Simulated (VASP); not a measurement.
## BaTiO3: single point with r2SCAN+U

BaTiO3:

```
Ba Ti O
1.0
     2.92196    1.68937    2.38887
    -2.92196    1.68937    2.38887
     0.00000   -3.20571    2.26700
Ba Ti O
1 1 3
Cartesian
  0.0000 0.0381 0.0145
  0.0000 0.1740 3.6069
  -1.4029 0.8871 4.6151
  0.0000 -1.5587 4.5566
  1.4029 0.8871 4.6151
```

This cell differs from its parent crystal: biaxial strain in the a-b plane: +3.0 %, then relaxed in part.

| Quantity | Value |
| --- | --- |
| Program | VASP 6.6.1 |
| Task | single point |
| Functional | r2SCAN |
| Potentials or basis | VASP PAW PBE potentials, release 64 (Ba_sv, Ti_sv, O) |
| Cutoff | 520 eV |
| k mesh | 6 × 6 × 6 |
| Occupations | gaussian, width 0.02 eV |
| Spin | no spin polarisation |
| Hubbard terms | Ti d U = 4.0 eV |
| Dipole correction | no |
| Further INCAR settings | ALGO = Normal; EDIFF = 1e-07; NBANDS = 28 |

* Pressure: 1.1 GPa
* Largest force: 0.771 eV/Å
* Band gap on the k mesh: 3.15 eV, indirect (least direct gap 3.73 eV)

Forces in eV/Å, atoms in the order of the input:
```
Ba   0.000 -0.024 -0.033
Ti   0.000 -0.444 -0.631
O   -0.419  0.231  0.328
O    0.000  0.006  0.008
O    0.419  0.231  0.328
```

Stress tensor (GPa, compression positive):
```
-0.50  0.00  0.00
 0.00  2.54 -1.66
 0.00 -1.66  1.36
```

Levels at points of the mesh, in eV from the valence-band top:
| k point | band 18 | band 19 | band 20 | band 21 | band 22 | band 23 |
| --- | --- | --- | --- | --- | --- | --- |
| (0.00, 0.00, 0.00) | -0.65 | -0.62 | -0.60 | 3.15 | 3.31 | 3.40 |
| (0.50, 0.00, 0.00) | -1.56 | -1.08 | -0.89 | 3.39 | 4.41 | 4.46 |
| (0.50, 0.50, 0.00) | -1.15 | -1.06 | -0.36 | 4.44 | 4.53 | 4.72 |
| (0.00, 0.00, 0.50) | -1.55 | -1.26 | -1.25 | 3.43 | 4.48 | 4.51 |
| (0.50, 0.00, 0.50) | -0.96 | -0.92 | -0.09 | 4.45 | 4.66 | 4.89 |
| (0.50, 0.50, 0.50) | -0.27 | -0.05 | 0.00 | 4.95 | 4.99 | 5.23 |

Eigenvalues of the final occupation matrices:
```csv
site,spin,trace,eigenvalues
site 2 d,1,0.79,0.10 0.10 0.11 0.24 0.24
site 2 d,2,0.79,0.10 0.10 0.11 0.24 0.24
```

Run time: 4.6 min on 1 thread of Intel(R) Xeon(R) Platinum 8488C (Sapphire Rapids) (shared host), peak memory 0.27 GiB.

Caveat: the cell differs from its parent crystal (biaxial strain in the a-b plane: +3.0 %, then relaxed in part); the PAW data sets were made with another functional, which shifts forces and pressure a little; spin-orbit coupling is left out, which moves the levels of the heavy elements. A k mesh can miss the band edges.
